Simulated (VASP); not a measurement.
# Hf3Ta2O (Fmmm) in VASP: further runs

Runs on Hf3Ta2O. Level: PBE. Tasks: single point, relaxation of cell and atoms.

Everything below comes from runs of VASP 6.6.1. Logs are shortened: lines on timing, memory, paths and dates and some standing lists are left out, and cuts for length are marked.

### 1 The cell of the first run

The structure is orthorhombic, space group Fmmm (No. 69). The conventional cell has a = 6.342 Å, b = 7.981 Å, c = 9.710 Å, α = 90.00°, β = 90.00°, γ = 90.00°. Hf (site symmetry 2/m) has 4 Hf at 2.90 to 3.17 Å and 2 O at 2.90 Å and 4 Ta at 3.14 Å within 3.8 Å. Within 3.4 Å of Hf (site symmetry mmm) lie 4 Ta at 2.55 Å and 4 Hf at 2.90 Å and 2 O at 3.17 Å. Within 3.4 Å of Ta (site symmetry 2/m) lie 6 Hf at 2.55 to 3.14 Å and 2 O at 2.55 Å and 2 Ta at 3.17 Å. Within 3.4 Å of O (site symmetry mmm) lie 4 Ta at 2.55 Å and 6 Hf at 2.90 to 3.17 Å.

The cell was generated, and may not be a known phase.

### 2 Single point, PBE

Input file INCAR:

```
SYSTEM = Hf3Ta2O
PREC     = Accurate       ! precision mode
ENCUT    = 520            ! plane-wave cutoff, eV
EDIFF    = 1E-7           ! SCF threshold, eV
ISMEAR   = 0              ! smearing method
SIGMA    = 0.1            ! smearing width, eV
LREAL    = .FALSE.        ! projectors in reciprocal space
LASPH    = .TRUE.         ! aspherical terms in the spheres
NELM     = 100            ! most SCF steps
ALGO     = Normal         ! electronic algorithm
ISIF     = 2              ! what is computed and relaxed
LWAVE    = .FALSE.        ! write WAVECAR
LCHARG   = .TRUE.         ! write CHGCAR
GGA      = PE             ! functional
LELF     = .TRUE.         ! ELF
LVHAR    = .TRUE.       
NBANDS   = 38             ! bands
```

Input file KPOINTS:

```
Automatic mesh
0
G
  4 4 4
  0 0 0
```

Input file POSCAR:

```
Hf3Ta2O
1.0
    0.0000000000      3.9906770500      4.8551199800
    3.1711874100      0.0000000000      4.8551199800
    3.1711874100      3.9906770500      0.0000000000
Hf Ta O
3 2 1
Direct
    0.5000000000      0.0000000000      0.5000000000
    0.0000000000      0.5000000000      0.0000000000
    0.5000000000      0.5000000000      0.5000000000
    0.5000000000      0.5000000000      0.0000000000
    0.0000000000      0.0000000000      0.5000000000
    0.0000000000      0.0000000000      0.0000000000
```

Potentials or basis: VASP PAW PBE potentials, release 64 (Hf_pv, Ta_pv, O).

Started as:

```
$ cat potpaw_PBE.64/Hf_pv/POTCAR potpaw_PBE.64/Ta_pv/POTCAR potpaw_PBE.64/O/POTCAR > POTCAR
$ mpirun -np 1 vasp_std > vasp.out
```

OUTCAR:

```text
SYSTEM = Hf3Ta2O
   PREC = Accurate
   ENCUT = 520
   EDIFF = 1E-7
   ISMEAR = 0
   LREAL = .FALSE.
   LASPH = .TRUE.
   NELM = 100
   ISIF = 2
   GGA = PE

 ion  position               nearest neighbor table
   1  0.500  0.000  0.500-   3 2.90   6 2.90   3 2.90   6 2.90   4 3.14   4 3.14   5 3.14   5 3.14
                             2 3.17   2 3.17
   2  0.000  0.500  0.000-   6 2.90   3 2.90   6 2.90   3 2.90   5 3.14   4 3.14   5 3.14   4 3.14
                             1 3.17   1 3.17
   3  0.500  0.500  0.500-   4 2.55   4 2.55   5 2.55   5 2.55   1 2.90   2 2.90   2 2.90   1 2.90

   4  0.500  0.500  0.000-   3 2.55   3 2.55   6 2.55   6 2.55   1 3.14   1 3.14   2 3.14   2 3.14
                             5 3.17   5 3.17
   5  0.000  0.000  0.500-   6 2.55   6 2.55   3 2.55   3 2.55   2 3.14   2 3.14   1 3.14   1 3.14
                             4 3.17   4 3.17
   6  0.000  0.000  0.000-   5 2.55   5 2.55   4 2.55   4 2.55   2 2.90   1 2.90   1 2.90   2 2.90

  LATTYP: Found a face centered orthorhombic cell.
 ALAT       =     6.3423748200
 B/A-ratio  =     1.2584172848
 C/A-ratio  =     1.5310101083

  Lattice vectors:

 A1 = (   0.0000000000,   3.9906770500,   4.8551199800)
 A2 = (   3.1711874100,   0.0000000000,   4.8551199800)
 A3 = (   3.1711874100,   3.9906770500,   0.0000000000)

Analysis of symmetry for initial positions (statically):
=====================================================================
 Subroutine PRICEL returns:
 Original cell was already a primitive cell.

 Routine SETGRP: Setting up the symmetry group for a
 face centered orthorhombic supercell.

 Subroutine GETGRP returns: Found  8 space group operations
 (whereof  8 operations were pure point group operations)
 out of a pool of  8 trial point group operations.

The static configuration has the point symmetry D_2h.

Analysis of symmetry for dynamics (positions and initial velocities):
=====================================================================
 Subroutine PRICEL returns:
 Original cell was already a primitive cell.

 Routine SETGRP: Setting up the symmetry group for a
 face centered orthorhombic supercell.

 Subroutine GETGRP returns: Found  8 space group operations
 (whereof  8 operations were pure point group operations)
 out of a pool of  8 trial point group operations.

The dynamic configuration has the point symmetry D_2h.

 Subroutine INISYM returns: Found  8 space group operations
 (whereof  8 operations are pure point group operations),
 and found     1 'primitive' translations

----------------------------------------------------------------------------------------

                                     Primitive cell

  volume of cell :     122.8849

  direct lattice vectors                    reciprocal lattice vectors
     0.000000000  3.990677050  4.855119980    -0.157669647  0.125292023  0.102984067
     3.171187410  0.000000000  4.855119980     0.157669647 -0.125292023  0.102984067
     3.171187410  3.990677050  0.000000000     0.157669647  0.125292023 -0.102984067

  length of vectors
     6.284719034  5.799018849  5.097247581     0.226193560  0.226193560  0.226193560

  position of ions in fractional coordinates (direct lattice)
     0.500000000  1.000000000  0.500000000
     0.000000000  0.500000000  0.000000000
     0.500000000  0.500000000  0.500000000
     0.500000000  0.500000000  0.000000000
     0.000000000  1.000000000  0.500000000
     0.000000000  0.000000000  0.000000000

  ion indices of the primitive-cell ions
   primitive index   ion index
                 1           1
                 2           2
                 3           3
                 4           4
                 5           5
                 6           6

----------------------------------------------------------------------------------------

 KPOINTS: Automatic mesh

Automatic generation of k-mesh.
 Grid dimensions read from file:
 generate k-points for:    4    4    4

 Generating k-lattice:

  Cartesian coordinates                     Fractional coordinates (reciprocal lattice)
    -0.039417412  0.031323006  0.025746017     0.250000000  0.000000000  0.000000000
     0.039417412 -0.031323006  0.025746017    -0.000000000  0.250000000 -0.000000000
     0.039417412  0.031323006 -0.025746017     0.000000000  0.000000000  0.250000000

  Length of vectors
     0.056548390  0.056548390  0.056548390

  Shift w.r.t. Gamma in fractional coordinates (k-lattice)
     0.000000000  0.000000000  0.000000000

 Subroutine IBZKPT returns following result:
 ===========================================

 Found     18 irreducible k-points:

 Following reciprocal coordinates:
            Coordinates               Weight
  0.000000  0.000000  0.000000      1.000000
  0.250000  0.000000  0.000000      8.000000
  0.500000  0.000000  0.000000      4.000000
  0.250000  0.250000  0.000000      2.000000
  0.500000  0.250000 -0.000000      8.000000
 -0.250000  0.250000  0.000000      4.000000
[... 10 lines left out ...]
 -0.250000  0.250000  0.500000      2.000000
  0.000000  0.500000  0.500000      1.000000
   k-points           NKPTS =     18   k-points in BZ     NKDIM =     18   number of bands    NBANDS=     38
   number of dos      NEDOS =    301   number of ions     NIONS =      6
   total plane-waves  NPLWV =  92160
   dimension x,y,z NGX =    48 NGY =   48 NGZ =   40
   dimension x,y,z NGXF=    96 NGYF=   96 NGZF=   80
   ions per type =               3   2   1
   NGX,Y,Z   is equivalent  to a cutoff of  12.70, 13.76, 13.05 a.u.
   NGXF,Y,Z  is equivalent  to a cutoff of  25.39, 27.52, 26.09 a.u.
 SYSTEM =  Hf3Ta2O
   PREC   = accura    normal or accurate (medium, high low for compatibility)
   ISTART =      0    job   : 0-new  1-cont  2-samecut
   ICHARG =      2    charge: 1-file 2-atom 10-const
   ISPIN  =      1    spin polarized calculation?
   LNONCOLLINEAR =      F non collinear calculations
   LSORBIT =      F    spin-orbit coupling
   LASPH  =      T    aspherical Exc in radial PAW
   ENCUT  =  520.0 eV  38.22 Ry    6.18 a.u.  11.69 10.78  9.48*2*pi/ulx,y,z
   NELM   =    100;   NELMIN=  2; NELMDL= -5     # of ELM steps
   EDIFF  = 0.1E-06   stopping-criterion for ELM
   LREAL  =      F    real-space projection
   EDIFFG = 0.1E-05   stopping-criterion for IOM
   NSW    =      0    number of steps for IOM
   IBRION =     -1    ionic relax: 0-MD 1-quasi-New 2-CG
   NFREE  =      0    steps in history (QN), initial steepest desc. (CG)
   ISIF   =      2    stress and relaxation
   ISYM   =      2    0-nonsym 1-usesym 2-fastsym
   POTIM  = 0.5000    time-step for ionic-motion
   TEBEG  =    0.0;   TEEND  =   0.0 temperature during run
   PSTRESS=    0.0 pullay stress
   NELECT =      58.0000    total number of electrons
   NUPDOWN=      -1.0000    fix difference up-down
   EMIN   =  10.00;   EMAX   =-10.00  energy-range for DOS
   EFERMI =   0.00;   METHOD = LEGACY
   ISMEAR =     0;   SIGMA  =   0.10  broadening in eV -4-tet -1-fermi 0-gaus
   EFERMI_NEDOS =   21; number of points for ismear=-14 and -15
   IALGO  =     38    algorithm
   IMIX   =      4    mixing-type and parameters
     AMIX     =   0.40;   BMIX     =  1.00
     AMIX_MAG =   1.60;   BMIX_MAG =  1.00
  volume/ion in A,a.u.               =      20.48       138.21
  Fermi-wavevector in a.u.,A,eV,Ry     =   1.274632  2.408704 22.105191  1.624686
  Thomas-Fermi vector in A             =   2.407389
   LORBIT       =      0    0 simple, 1 ext, 2 COOP (PROOUT), +10 PAW based schemes
   GGA     = PE    functional components
   LHFCALC =     F    Hartree Fock is set to
   AEXX    =    0.0000 exact exchange contribution
   IVDW    =     0    specifies the selected vdW correction
   LEPSILON=     F    determine dielectric tensor
   LRPA    =     F    only Hartree local field effects (RPA)
 non-spin polarized calculation
 Gauss-broadening in eV      SIGMA  =   0.10
  energy-cutoff  :      520.00
  volume of cell :      122.88
 maximum number of plane-waves:      3331
 NGX is ok and might be reduce to    48

 number of electron      58.0000009 magnetization

 Free energy of the ion-electron system (eV)
  ---------------------------------------------------
  ext. energy  EPLUGINS =         0.00000000
  ---------------------------------------------------
  free energy    TOTEN  =       -54.18689209 eV

  energy without entropy =      -54.15619042  energy(sigma->0) =      -54.17154126

 E-fermi :   4.4342     XC(G=0): -11.0972

 val. band max:        4.4027372636   @ k =  -0.2500   0.5000   0.2500
 cond. band min:       4.4348546022   @ k =   0.0000   0.2500   0.2500
 fundamental gap:      0.0321173387
 Fermi energy:         4.4342481148

 k-point     1 :       0.0000    0.0000    0.0000
  band No.  band energies     occupation
      1     -30.5516      2.00000
      2     -30.4002      2.00000
      3     -30.3925      2.00000
      4     -30.1672      2.00000
      5     -30.0733      2.00000
      6     -30.0324      2.00000
[... 30 lines left out ...]
     37       7.4064      0.00000
     38       8.0475      0.00000

 k-point     2 :       0.2500    0.0000    0.0000
  band No.  band energies     occupation
      1     -30.4847      2.00000
      2     -30.3965      2.00000
      3     -30.3501      2.00000
      4     -30.1840      2.00000
      5     -30.0639      2.00000
      6     -30.0352      2.00000
[... 30 lines left out ...]
     37       7.0756      0.00000
     38       7.2267      0.00000

 k-point     3 :       0.5000    0.0000    0.0000
  band No.  band energies     occupation
      1     -30.3986      2.00000
      2     -30.3848      2.00000
      3     -30.3622      2.00000
      4     -30.1679      2.00000
      5     -30.0478      2.00000
      6     -30.0446      2.00000
[... 30 lines left out ...]
     37       6.1936      0.00000
[... 535 lines left out ...]
 k-point    17 :      -0.2500    0.2500    0.5000
  band No.  band energies     occupation
      1     -30.5023      2.00000
      2     -30.3061      2.00000
      3     -30.2258      2.00000
      4     -30.0750      2.00000
      5     -30.0586      2.00000
      6     -30.0306      2.00000
[... 30 lines left out ...]
     37       6.9664      0.00000
     38       7.3641      0.00000

 k-point    18 :       0.0000    0.5000    0.5000
  band No.  band energies     occupation
      1     -30.5036      2.00000
      2     -30.3072      2.00000
      3     -30.2293      2.00000
      4     -30.0755      2.00000
      5     -30.0638      2.00000
      6     -30.0349      2.00000
[... 30 lines left out ...]
     37       6.6024      0.00000
     38       7.2036      0.00000

------------------------ aborting loop because EDIFF is reached ----------------------------------------

  FORCE on cell =-STRESS in cart. coord.  units (eV):
  Direction    XX          YY          ZZ          XY          YZ          ZX
  --------------------------------------------------------------------------------------
  -------------------------------------------------------------------------------------
  Total        2.0143745     -2.5029011     -0.9042795     -0.0000000      0.0000000      0.0000000
  in kB       26.2634850    -32.6329115    -11.7900272     -0.0000000      0.0000000      0.0000000
  external PRESSURE =      -6.0531512 kB  Pullay stress =       0.0000000 kB

 VOLUME and BASIS-vectors are now :
 -----------------------------------------------------------------------------
  energy-cutoff  :      520.00
  volume of cell :      122.88
      direct lattice vectors                 reciprocal lattice vectors
     0.000000000  3.990677050  4.855119980    -0.157669647  0.125292023  0.102984067
     3.171187410  0.000000000  4.855119980     0.157669647 -0.125292023  0.102984067
     3.171187410  3.990677050  0.000000000     0.157669647  0.125292023 -0.102984067

 POSITION                                       TOTAL-FORCE (eV/Angst)
 -----------------------------------------------------------------------------------
      1.58559      3.99068      2.42756         0.000000     -0.000000      0.000000
      1.58559      0.00000      2.42756         0.000000      0.000000      0.000000
      3.17119      3.99068      4.85512        -0.000000     -0.000000      0.000000
      1.58559      1.99534      4.85512        -0.000000      0.000000      0.000000
      1.58559      1.99534      0.00000         0.000000      0.000000      0.000000
      0.00000      0.00000      0.00000        -0.000000     -0.000000      0.000000
 -----------------------------------------------------------------------------------
    total drift:                               -0.000000     -0.000000      0.000000

  FREE ENERGIE OF THE ION-ELECTRON SYSTEM (eV)
  ---------------------------------------------------
  free  energy   TOTEN  =       -54.1868920940 eV

  energy  without entropy=      -54.1561904221  energy(sigma->0) =      -54.17154126
```

Wall time 5.7 min (1 thread of Intel Xeon 8259CL, shared host); peak memory 0.33 GiB.

What came out:

```yaml
Free_energy: -54.1869 eV
Pressure: -0.6 GPa
Band_gap_on_the_k_mesh: zero (bands 29 and 30 overlap by 0.39 eV)
```

Levels at points of the mesh, in eV from the Fermi level:
```
           k point  band 25  band 26  band 27  band 28  band 29  band 30  band 31  band 32  band 33  band 34
(0.00, 0.00, 0.00)    -3.14    -1.95    -1.82    -0.76    -0.53     0.44     0.96     1.79     1.95     2.16
(0.50, 0.00, 0.00)    -1.14    -1.09    -1.01    -0.50    -0.34     0.27     0.27     0.70     0.79     1.22
(0.50, 0.50, 0.00)    -1.55    -1.07    -0.78    -0.67    -0.47    -0.20     0.15     0.53     0.79     1.00
(0.50, 0.00, 0.50)    -1.43    -1.08    -0.80    -0.03     0.19     0.53     0.57     0.60     0.60     0.96
(0.00, 0.50, 0.50)    -1.38    -1.13    -1.01     0.04     0.11     0.15     0.62     0.91     1.53     1.66
```

Caveat: the stress differs along the axes, from -3 to 3 GPa; spin-orbit coupling is left out, which moves the levels of the heavy elements.

### 3 Single point, PBE

This run uses another cell than the first one, of the same volume but with other edges.

Input file INCAR:

```
ALGO = Normal
EDIFF = 1E-6
ENCUT = 520
GGA = PE
ISIF = 2
ISMEAR = 0
LASPH = True
LCHARG = False
LREAL = False
LWAVE = False
NBANDS = 38
NELM = 100
PREC = Accurate
SIGMA = 0.1
```

Input file KPOINTS:

```
k-points
0
Gamma
  4 4 4
```

POSCAR, as its differences from that of step 2:

```diff
@@ -2,5 +2,5 @@
 1.0
-    0.0000000000      3.9906770500      4.8551199800
-    3.1711874100      0.0000000000      4.8551199800
-    3.1711874100      3.9906770500      0.0000000000
+    0.0000000000      3.7301836254      4.8270637860
+    3.4174744911      0.0000000000      4.8270637860
+    3.4174744911      3.7301836254      0.0000000000
 Hf Ta O
```

Potentials or basis: VASP PAW PBE potentials, release 64 (Hf_pv, Ta_pv, O).

Started as:

```
$ cat potpaw_PBE.64/Hf_pv/POTCAR potpaw_PBE.64/Ta_pv/POTCAR potpaw_PBE.64/O/POTCAR > POTCAR
$ mpirun -np 1 vasp_std > vasp.out
```

Run time: 4 min. Hardware: 1 thread of Intel Xeon 8259CL, shared host; peak memory 0.33 GiB.

Results (log left out):

```yaml
Free_energy: -54.3603 eV
Pressure: -0.1 GPa
Band_gap_on_the_k_mesh: zero (bands 29 and 30 overlap by 0.17 eV)
```

Stress tensor (GPa, compression positive):
```
 0.02  0.00  0.00
 0.00 -0.04  0.00
 0.00  0.00 -0.36
```

Levels at points of the mesh, in eV from the Fermi level:
| k point | band 26 | band 27 | band 28 | band 29 | band 30 | band 31 | band 32 | band 33 |
| --- | --- | --- | --- | --- | --- | --- | --- | --- |
| (0.00, 0.00, 0.00) | -1.74 | -1.60 | -1.39 | -0.30 | 0.01 | 1.16 | 1.99 | 2.15 |
| (0.50, 0.00, 0.00) | -1.13 | -1.11 | -0.53 | -0.43 | 0.13 | 0.22 | 0.51 | 0.73 |
| (0.50, 0.50, 0.00) | -1.00 | -0.80 | -0.72 | -0.45 | 0.20 | 0.46 | 0.51 | 0.52 |
| (0.50, 0.00, 0.50) | -0.71 | -0.44 | -0.43 | -0.42 | 0.55 | 0.68 | 0.80 | 0.88 |
| (0.00, 0.50, 0.50) | -0.96 | -0.79 | -0.75 | -0.07 | 0.31 | 0.59 | 0.81 | 1.22 |

Caveat: spin-orbit coupling is left out, which moves the levels of the heavy elements.

(Part 1 of 2 ends here.)

The gap in the log of VASP goes by the Fermi energy; the results here count the filled bands.